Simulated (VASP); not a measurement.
A run of VASP 6.6.1 is set up as follows.

File INCAR:

```
SYSTEM = Ir2O
ALGO = Normal
EDIFF = 1E-6
ENCUT = 520
GGA = PE
ISIF = 2
ISMEAR = 0
LASPH = .TRUE.
LCHARG = .TRUE.
LELF = .TRUE.
LREAL = .FALSE.
LVHAR = .TRUE.
LWAVE = .FALSE.
NBANDS = 19
NELM = 80
PREC = Accurate
SIGMA = 0.1
```

File KPOINTS:

```
k-points
0
G
  12 12 18
  0 0 0
```

File POSCAR:

```
Ir2O
1.0
    4.2337961843      0.0000000000      0.0000000000
   -2.1168980921      3.6665750500      0.0000000000
    0.0000000000      0.0000000000      2.6320356345
Ir O
2 1
Direct
    0.3333333333      0.6666666667      0.5000000000
    0.6666666667      0.3333333333      0.5000000000
    0.0000000000      0.0000000000      0.0000000000
```

Potentials or basis: VASP PAW PBE potentials, release 64 (Ir, O).

Command:

```sh
$ cat potpaw_PBE.64/Ir/POTCAR potpaw_PBE.64/O/POTCAR > POTCAR
$ mpirun -np 1 vasp_std > vasp.out
```

Q: Estimate the band gap on the k mesh.

A: Zero (bands 12 and 13 overlap by 1.43 eV).

Q: What does it give for the pressure?

A: 0.0 GPa.

Caveat: spin-orbit coupling is left out, which moves the levels of the heavy elements.
